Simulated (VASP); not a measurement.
# Hf (P6_3/mmc) in VASP: notebook

The runs below take Hf through single point, with PBE.

Everything below comes from runs of VASP 6.6.1. Logs are shortened: lines on timing, memory, paths and dates and some standing lists are left out, and cuts for length are marked.

### Step 1. The cell of the first run

It takes space group P6_3/mmc (No. 194, hexagonal). Conventional cell: a = 2.986 Å, b = 2.986 Å, c = 4.778 Å, α = 90.00°, β = 90.00°, γ = 120.00°. Hf (site symmetry -6m2) has 12 Hf at 2.95 to 2.99 Å within 3.9 Å.

### Step 2. Single point, PBE

Input file INCAR:

```
SYSTEM = Hf
ALGO = Normal
EDIFF = 1E-7
ENCUT = 520
GGA = PE
ISIF = 2
ISMEAR = -1
LASPH = .True.
LCHARG = .False.
LREAL = .False.
LWAVE = .False.
NBANDS = 17
NELM = 80
PREC = Accurate
SIGMA = 0.08
```

Input file KPOINTS:

```
k-points
0
Gamma
  15 15 8
  0 0 0
```

Input file POSCAR:

```
Hf
1.0
    2.9857526938      0.0000000000      0.0000000000
   -1.4928763469      2.5857376823      0.0000000000
    0.0000000000      0.0000000000      4.7778757340
Hf
2
Direct
    0.3333333333      0.6666666667      0.2500000000
    0.6666666667      0.3333333333      0.7500000000
```

Potentials or basis: VASP PAW PBE potentials, release 64 (Hf_pv).

Command:

```sh
$ cat potpaw_PBE.64/Hf_pv/POTCAR > POTCAR
$ mpirun -np 1 vasp_std > vasp.out
```

OUTCAR:

```text
SYSTEM = Hf
   EDIFF = 1E-7
   ENCUT = 520
   GGA = PE
   ISIF = 2
   ISMEAR = -1
   LASPH = .True.
   LREAL = .False.
   NELM = 80
   PREC = Accurate

 ion  position               nearest neighbor table
   1  0.333  0.667  0.250-   2 2.95   2 2.95   2 2.95   2 2.95   2 2.95   2 2.95
   2  0.667  0.333  0.750-   1 2.95   1 2.95   1 2.95   1 2.95   1 2.95   1 2.95

  LATTYP: Found a hexagonal cell.
 ALAT       =     2.9857526938
 C/A-ratio  =     1.6002248759

  Lattice vectors:

 A1 = (   2.9857526938,   0.0000000000,   0.0000000000)
 A2 = (  -1.4928763469,   2.5857376823,   0.0000000000)
 A3 = (   0.0000000000,   0.0000000000,   4.7778757340)

Analysis of symmetry for initial positions (statically):
=====================================================================
 Subroutine PRICEL returns:
 Original cell was already a primitive cell.

 Routine SETGRP: Setting up the symmetry group for a
 hexagonal supercell.

 Subroutine GETGRP returns: Found 24 space group operations
 (whereof 12 operations were pure point group operations)
 out of a pool of 24 trial point group operations.

The static configuration has the point symmetry D_3d.
 The point group associated with its full space group is D_6h.

Analysis of symmetry for dynamics (positions and initial velocities):
=====================================================================
 Subroutine PRICEL returns:
 Original cell was already a primitive cell.

 Routine SETGRP: Setting up the symmetry group for a
 hexagonal supercell.

 Subroutine GETGRP returns: Found 24 space group operations
 (whereof 12 operations were pure point group operations)
 out of a pool of 24 trial point group operations.

The dynamic configuration has the point symmetry D_3d.
 The point group associated with its full space group is D_6h.

 Subroutine INISYM returns: Found 24 space group operations
 (whereof 12 operations are pure point group operations),
 and found     1 'primitive' translations

----------------------------------------------------------------------------------------

                                     Primitive cell

  volume of cell :      36.8870

  direct lattice vectors                    reciprocal lattice vectors
     2.985752694  0.000000000  0.000000000     0.334923921  0.193368416  0.000000000
    -1.492876347  2.585737682  0.000000000     0.000000000  0.386736832  0.000000000
     0.000000000  0.000000000  4.777875734     0.000000000  0.000000000  0.209298034

  length of vectors
     2.985752694  2.985752694  4.777875734     0.386736832  0.386736832  0.209298034

  position of ions in fractional coordinates (direct lattice)
     0.333333333  0.666666667  0.250000000
     0.666666667  0.333333333  0.750000000

  ion indices of the primitive-cell ions
   primitive index   ion index
                 1           1
                 2           2

----------------------------------------------------------------------------------------

 KPOINTS: k-points

Automatic generation of k-mesh.
 Grid dimensions read from file:
 generate k-points for:   15   15    8

 Generating k-lattice:

  Cartesian coordinates                     Fractional coordinates (reciprocal lattice)
     0.022328261  0.012891228  0.000000000     0.066666667  0.000000000  0.000000000
     0.000000000  0.025782455  0.000000000     0.000000000  0.066666667  0.000000000
     0.000000000  0.000000000  0.026162254     0.000000000  0.000000000  0.125000000

  Length of vectors
     0.025782455  0.025782455  0.026162254

  Shift w.r.t. Gamma in fractional coordinates (k-lattice)
     0.000000000  0.000000000  0.000000000

 Subroutine IBZKPT returns following result:
 ===========================================

 Found    135 irreducible k-points:

 Following reciprocal coordinates:
            Coordinates               Weight
  0.000000  0.000000  0.000000      1.000000
  0.066667 -0.000000  0.000000      6.000000
  0.133333 -0.000000  0.000000      6.000000
  0.200000 -0.000000  0.000000      6.000000
  0.266667 -0.000000  0.000000      6.000000
  0.333333  0.000000  0.000000      6.000000
[... 16 lines left out ...]
  0.333333  0.200000  0.000000     12.000000
  0.400000  0.200000  0.000000      6.000000
 [... further k-points ...]
   k-points           NKPTS =    135   k-points in BZ     NKDIM =    135   number of bands    NBANDS=     17
   number of dos      NEDOS =    301   number of ions     NIONS =      2
   total plane-waves  NPLWV =  20736
   dimension x,y,z NGX =    24 NGY =   24 NGZ =   36
   dimension x,y,z NGXF=    48 NGYF=   48 NGZF=   72
   ions per type =               2
   NGX,Y,Z   is equivalent  to a cutoff of  13.36, 13.36, 12.53 a.u.
   NGXF,Y,Z  is equivalent  to a cutoff of  26.73, 26.73, 25.05 a.u.
 SYSTEM =  Hf
   PREC   = accura    normal or accurate (medium, high low for compatibility)
   ISTART =      0    job   : 0-new  1-cont  2-samecut
   ICHARG =      2    charge: 1-file 2-atom 10-const
   ISPIN  =      1    spin polarized calculation?
   LNONCOLLINEAR =      F non collinear calculations
   LSORBIT =      F    spin-orbit coupling
   LASPH  =      T    aspherical Exc in radial PAW
   ENCUT  =  520.0 eV  38.22 Ry    6.18 a.u.   5.55  5.55  8.88*2*pi/ulx,y,z
   NELM   =     80;   NELMIN=  2; NELMDL= -5     # of ELM steps
   EDIFF  = 0.1E-06   stopping-criterion for ELM
   LREAL  =      F    real-space projection
   EDIFFG = 0.1E-05   stopping-criterion for IOM
   NSW    =      0    number of steps for IOM
   IBRION =     -1    ionic relax: 0-MD 1-quasi-New 2-CG
   NFREE  =      0    steps in history (QN), initial steepest desc. (CG)
   ISIF   =      2    stress and relaxation
   ISYM   =      2    0-nonsym 1-usesym 2-fastsym
   POTIM  = 0.5000    time-step for ionic-motion
   TEBEG  =    0.0;   TEEND  =   0.0 temperature during run
   PSTRESS=    0.0 pullay stress
   NELECT =      20.0000    total number of electrons
   NUPDOWN=      -1.0000    fix difference up-down
   EMIN   =  10.00;   EMAX   =-10.00  energy-range for DOS
   EFERMI =   0.00;   METHOD = LEGACY
   ISMEAR =    -1;   SIGMA  =   0.08  broadening in eV -4-tet -1-fermi 0-gaus
   EFERMI_NEDOS =   21; number of points for ismear=-14 and -15
   IALGO  =     38    algorithm
   IMIX   =      4    mixing-type and parameters
     AMIX     =   0.40;   BMIX     =  1.00
     AMIX_MAG =   1.60;   BMIX_MAG =  1.00
  volume/ion in A,a.u.               =      18.44       124.46
  Fermi-wavevector in a.u.,A,eV,Ry     =   1.334936  2.522663 24.246319  1.782054
  Thomas-Fermi vector in A             =   2.463679
   LORBIT       =      0    0 simple, 1 ext, 2 COOP (PROOUT), +10 PAW based schemes
   GGA     = PE    functional components
   LHFCALC =     F    Hartree Fock is set to
   AEXX    =    0.0000 exact exchange contribution
   IVDW    =     0    specifies the selected vdW correction
   LEPSILON=     F    determine dielectric tensor
   LRPA    =     F    only Hartree local field effects (RPA)
 non-spin polarized calculation
  energy-cutoff  :      520.00
  volume of cell :       36.89
 maximum number of plane-waves:      1026
 NGX is ok and might be reduce to    24
   NGX = 11   NGY = 11   NGZ = 17

 number of electron      19.9999995 magnetization

 Free energy of the ion-electron system (eV)
  ---------------------------------------------------
  ext. energy  EPLUGINS =         0.00000000
  ---------------------------------------------------
  free energy    TOTEN  =       -19.22395184 eV

  energy without entropy =      -19.19093574  energy(sigma->0) =      -19.20744379

 E-fermi :   6.3591     XC(G=0): -12.1957

 val. band max:        6.3508160191   @ k =   0.1333  -0.0000   0.1250
 cond. band min:       6.3771552679   @ k =   0.0000   0.0000   0.3750
 fundamental gap:      0.0263392488
 Fermi energy:         6.3591093213

 k-point     1 :       0.0000    0.0000    0.0000
  band No.  band energies     occupation
      1     -24.7202      2.00000
      2     -23.3553      2.00000
      3     -23.3553      2.00000
      4     -23.1405      2.00000
      5     -23.1393      2.00000
      6     -23.1393      2.00000
[... 9 lines left out ...]
     16       9.5074      0.00000
     17      12.7948      0.00000

 k-point     2 :       0.0667   -0.0000    0.0000
  band No.  band energies     occupation
      1     -24.6990      2.00000
      2     -23.4054      2.00000
      3     -23.3715      2.00000
      4     -23.1923      2.00000
      5     -23.1495      2.00000
      6     -23.1456      2.00000
[... 9 lines left out ...]
     16       9.3333      0.00000
     17      12.9456      0.00000

 k-point     3 :       0.1333   -0.0000    0.0000
  band No.  band energies     occupation
      1     -24.6370      2.00000
      2     -23.5466      2.00000
      3     -23.4159      2.00000
      4     -23.3380      2.00000
      5     -23.1767      2.00000
      6     -23.1644      2.00000
[... 9 lines left out ...]
     16       9.2037      0.00000
     17      13.2880      0.00000

 k-point     4 :       0.2000   -0.0000    0.0000
  band No.  band energies     occupation
      1     -24.5395      2.00000
      2     -23.7531      2.00000
      3     -23.5426      2.00000
      4     -23.4786      2.00000
      5     -23.2226      2.00000
      6     -23.1942      2.00000
[... 9 lines left out ...]
     16       9.9444      0.00000
     17      13.6541      0.00000
[... 343 lines left out ...]
      1     -24.2353      2.00000
      2     -24.1102      2.00000
      3     -24.1037      2.00000
      4     -23.7461      2.00000
      5     -23.4979      2.00000
      6     -23.4777      2.00000
[... 9 lines left out ...]
     16      13.5513      0.00000
     17      14.2888      0.00000

 k-point    23 :       0.3333    0.2000    0.0000
  band No.  band energies     occupation
      1     -24.3309      2.00000
      2     -24.1110      2.00000
      3     -23.9905      2.00000
      4     -23.8510      2.00000
      5     -23.5681      2.00000
      6     -23.5504      2.00000
[... 9 lines left out ...]
     16      13.5141      0.00000
     17      15.0914      0.00000

 k-point    24 :       0.4000    0.2000    0.0000
  band No.  band energies     occupation
      1     -24.3641      2.00000
      2     -24.1032      2.00000
      3     -23.9322      2.00000
      4     -23.8992      2.00000
      5     -23.6161      2.00000
      6     -23.5684      2.00000
[... 9 lines left out ...]
     16      13.4998      0.00000
     17      14.5276      0.00000

 [... further k-points ...]
[... 5 lines left out ...]
  --------------------------------------------------------------------------------------
  -------------------------------------------------------------------------------------
  Total        6.8137116      6.8137116      6.7647967     -0.0000000      0.0000000      0.0000000
  in kB      295.9519352    295.9519352    293.8273255     -0.0000000      0.0000000      0.0000000
  external PRESSURE =     295.2437320 kB  Pullay stress =       0.0000000 kB

 VOLUME and BASIS-vectors are now :
 -----------------------------------------------------------------------------
  energy-cutoff  :      520.00
  volume of cell :       36.89
      direct lattice vectors                 reciprocal lattice vectors
     2.985752694  0.000000000  0.000000000     0.334923921  0.193368416  0.000000000
    -1.492876347  2.585737682  0.000000000     0.000000000  0.386736832  0.000000000
     0.000000000  0.000000000  4.777875734     0.000000000  0.000000000  0.209298034

 POSITION                                       TOTAL-FORCE (eV/Angst)
 -----------------------------------------------------------------------------------
     -0.00000      1.72383      1.19447         0.000000      0.000000      0.000000
      1.49288      0.86191      3.58341        -0.000000      0.000000      0.000000
 -----------------------------------------------------------------------------------
    total drift:                               -0.000000      0.000000     -0.000000

  FREE ENERGIE OF THE ION-ELECTRON SYSTEM (eV)
  ---------------------------------------------------
  free  energy   TOTEN  =       -19.2239518360 eV

  energy  without entropy=      -19.1909357435  energy(sigma->0) =      -19.20744379
```

It took 31 s on 1 thread of Intel Xeon Platinum 8488C (Sapphire Rapids), shared host; peak memory 0.2 GiB.

What came out:

```
Free energy            : -19.2240 eV
Pressure               : 29.5 GPa
Band gap on the k mesh : zero (band 10 reaches 7.56 eV, above the bottom of band 11 at 5.97 eV)
```

Levels at points of the mesh, in eV from the Fermi level:
```
           k point  band 8  band 9  band 10  band 11  band 12  band 13
(0.00, 0.00, 0.00)   -4.39    1.20     1.20     1.41     1.41     2.23
(0.00, 0.00, 0.50)   -5.69    0.03     0.03     1.10     1.10     1.10
```

Caveat: spin-orbit coupling is left out, which moves the levels of the heavy elements.

### Step 3. Single point, PBE

Input file INCAR:

```
SYSTEM = Hf
ALGO = Normal
EDIFF = 1E-6
ENCUT = 520
GGA = PE
ISIF = 2
ISMEAR = -1
LASPH = .TRUE.
LCHARG = .FALSE.
LREAL = .FALSE.
LWAVE = .FALSE.
NBANDS = 17
NELM = 80
PREC = Accurate
SIGMA = 0.08
```

Input file KPOINTS:

```
k-points
0
G
  15 15 8
  0 0 0
```

Input file POSCAR:

```
Hf
1.0
    2.9861093607      0.0000000000      0.0000000000
   -1.4930546804      2.5860465649      0.0000000000
    0.0000000000      0.0000000000      4.7781432997
Hf
2
Direct
    0.3333333333      0.6666666667      0.2500000000
    0.6666666667      0.3333333333      0.7500000000
```

Potentials or basis: VASP PAW PBE potentials, release 64 (Hf_pv).

Command:

```sh
$ cat potpaw_PBE.64/Hf_pv/POTCAR > POTCAR
$ mpirun -np 1 vasp_std > vasp.out
```

Run time: 30 s. Hardware: 1 thread of Intel Xeon Platinum 8488C (Sapphire Rapids), shared host; peak memory 0.2 GiB.

Results (log left out):

```
Free energy            : -19.2260 eV
Pressure               : 29.5 GPa
Band gap on the k mesh : zero (band 10 reaches 7.56 eV, above the bottom of band 11 at 5.97 eV)
```

Stress tensor (GPa, compression positive):
```
29.54  0.00  0.00
 0.00 29.54  0.00
 0.00  0.00 29.33
```

Levels at points of the mesh, in eV from the Fermi level:
| k point | band 8 | band 9 | band 10 | band 11 | band 12 | band 13 |
| --- | --- | --- | --- | --- | --- | --- |
| (0.00, 0.00, 0.00) | -4.39 | 1.20 | 1.20 | 1.41 | 1.41 | 2.23 |
| (0.00, 0.00, 0.50) | -5.69 | 0.03 | 0.03 | 1.10 | 1.10 | 1.10 |

Caveat: spin-orbit coupling is left out, which moves the levels of the heavy elements.
